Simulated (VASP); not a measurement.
**Ge: electric field gradients with PBE**

Ge:

```
Ge
1.0
     0.00000    2.82877    2.82877
     2.82877    0.00000    2.82877
     2.82877    2.82877    0.00000
Ge
2
Direct
  0.50000 0.50000 0.50000
  0.75000 0.75000 0.75000
```

```json
{
 "Program": "VASP 6.6.1",
 "Task": "electric field gradients",
 "Functional": "PBE",
 "Potentials or basis": "VASP PAW PBE potentials, release 64 (Ge_d)",
 "Cutoff": "520 eV",
 "k mesh": "3 × 3 × 3",
 "Occupations": "fermi-dirac, width 0.05 eV",
 "Spin": "no spin polarisation",
 "Dipole correction": "no",
 "Further INCAR settings": "ALGO = Normal; EDIFF = 1e-08; NBANDS = 21"
}
```

| Quantity | Value |
| --- | --- |
| Pressure | 5.8 GPa |

Levels at points of the mesh, in eV from the Fermi level:
```tsv
k point	band 11	band 12	band 13	band 14	band 15	band 16	band 17	band 18
(0.00, 0.00, 0.00)	-12.85	-0.07	-0.07	-0.07	-0.02	2.44	2.44	2.44
```

Wall time 10 s on 1 thread of Intel(R) Xeon(R) Platinum 8259CL CPU @ 2.50GHz (Skylake/Cascade Lake), on a shared host, peak memory 0.15 GiB.

Caveat: the k points lie up to 0.64 Å⁻¹ apart; without QUAD_EFG the Cq values of the log hold for a quadrupole moment of 1 mb, not for the nuclei.
